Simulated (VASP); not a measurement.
Here is a VASP 6.6.1 calculation.

Contents of POSCAR:

```
CaSe
1.0
    0.0000000000      2.9479449044      2.9741557283
    2.9479449044      0.0000000000      2.9741557283
    2.9479449044      2.9479449044      0.0000000000
Ca Se
1 1
Direct
    0.0000000000      0.0000000000      0.0000000000
    0.5000000000      0.5000000000      0.5000000000
```

INCAR.step1

```
SYSTEM = CaSe
PREC = Accurate
ENCUT = 520
ISMEAR = 0
SIGMA = 0.01
LREAL = .FALSE.
LASPH = .TRUE.
NELM = 80
NBANDS = 15
GGA = PE
ALGO = Normal
EDIFF = 1E-4
LWAVE = .TRUE.
LCHARG = .FALSE.
```

Contents of INCAR.step2:

```
SYSTEM = CaSe
PREC = Accurate
ENCUT = 520
EDIFF = 1E-6
ISMEAR = 0
SIGMA = 0.01
LREAL = .FALSE.
LASPH = .TRUE.
NELM = 80
ALGO = Normal
ISIF = 2
LWAVE = .FALSE.
LCHARG = .TRUE.
METAGGA = R2SCAN
LMIXTAU = .TRUE.
LELF = .TRUE.
LVHAR = .TRUE.
NBANDS = 15
ISTART = 1
```

Contents of KPOINTS:

```
regular mesh
0
G
  8 8 8
  0 0 0
```

Potentials or basis: VASP PAW PBE potentials, release 64 (Ca_sv, Se).

Launch:

```console
$ cat potpaw_PBE.64/Ca_sv/POTCAR potpaw_PBE.64/Se/POTCAR > POTCAR
$ cp INCAR.step1 INCAR
$ mpirun -np 1 vasp_std > vasp.out
$ cp INCAR.step2 INCAR
$ mpirun -np 1 vasp_std > vasp.out
```

Predict the band gap on the k mesh.

2.49 eV (least direct gap 3.42 eV).

What does it give for the pressure?

0.9 GPa.

Stress tensor (GPa, compression positive):
```
1.16 0.00 0.00
0.00 1.16 0.00
0.00 0.00 0.25
```

Caveat: the cell differs from its parent crystal (epitaxial xy strain -0.7%); the PAW data sets were made with another functional, which shifts forces and pressure a little. A k mesh can miss the band edges.
